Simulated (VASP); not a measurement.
A run of VASP 6.6.1 is set up as follows.

Contents of INCAR:

```
ALGO = Normal
EDIFF = 1E-7
EDIFFG = -0.03
ENCUT = 520
GGA = PE
IBRION = 2
ISIF = 2
ISMEAR = 0
ISPIN = 2
LASPH = True
LCHARG = False
LORBIT = 11
LREAL = Auto
LWAVE = False
MAGMOM = 0 0 0 0 0 0 0 0 0 0 0 0 0 0 0 0 0.03 0.02 0.02 0.02 0.17 0.15 0.03 0.02 0.16 0.02 0 0.03 0.02 0 0 0
NELECT = 127.0
NELM = 150
NSW = 100
NUPDOWN = 1.0
PREC = Accurate
SIGMA = 0.01
```

File KPOINTS:

```
Automatic mesh
0
Gamma
  1 1 1
  0.25 0.25 0.25
```

POSCAR

```
B15HN16
1.0
   -3.6241103800      3.6241103800     -3.6241103800
    3.6241103800      3.6241103800      3.6241103800
    3.6241103800     -3.6241103800     -3.6241103800
B N H
15 16 1
Direct
    0.0000000000      0.0000000000      0.0000000000
    0.0000000000      0.2500000000      0.7500000000
    0.0000000000      0.5000000000      0.5000000000
    0.0000000000      0.7500000000      0.2500000000
    0.2500000000      0.0000000000      0.7500000000
    0.2500000000      0.5000000000      0.2500000000
    0.2500000000      0.7500000000      0.0000000000
    0.5000000000      0.0000000000      0.5000000000
    0.5000000000      0.2500000000      0.2500000000
    0.5000000000      0.5000000000      0.0000000000
    0.5000000000      0.7500000000      0.7500000000
    0.7500000000      0.0000000000      0.2500000000
    0.7500000000      0.2500000000      0.0000000000
    0.7500000000      0.5000000000      0.7500000000
    0.7500000000      0.7500000000      0.5000000000
    0.0000000000      0.0000000000      0.2500000000
    0.0000000000      0.2500000000      0.0000000000
    0.0000000000      0.5000000000      0.7500000000
    0.0000000000      0.7500000000      0.5000000000
    0.2500000000      0.0000000000      0.0000000000
    0.2500000000      0.2500000000      0.7500000000
    0.2500000000      0.5000000000      0.5000000000
    0.2500000000      0.7500000000      0.2500000000
    0.5000000000      0.0000000000      0.7500000000
    0.5000000000      0.2500000000      0.5000000000
    0.5000000000      0.5000000000      0.2500000000
    0.5000000000      0.7500000000      0.0000000000
    0.7500000000      0.0000000000      0.5000000000
    0.7500000000      0.2500000000      0.2500000000
    0.7500000000      0.5000000000      0.0000000000
    0.7500000000      0.7500000000      0.7500000000
    0.1640020000      0.1640020000      0.4140020000
```

Potentials or basis: VASP PAW PBE potentials, release 64 (B, N, H).

The run is started by

```console
$ cat potpaw_PBE.64/B/POTCAR potpaw_PBE.64/N/POTCAR potpaw_PBE.64/H/POTCAR > POTCAR
$ mpirun -np 1 vasp_std > vasp.out
```

(1) Predict the energy gained by relaxing.

Results:

(1) 32.6 meV/atom.

Caveat: the k points lie up to 1.23 Å⁻¹ apart, too coarse for converged energies, forces and pressures; the cell carries a net charge on a neutralising background, which shifts energy and pressure; the total moment is fixed, so each spin has its own Fermi level and the state may be an excited one.
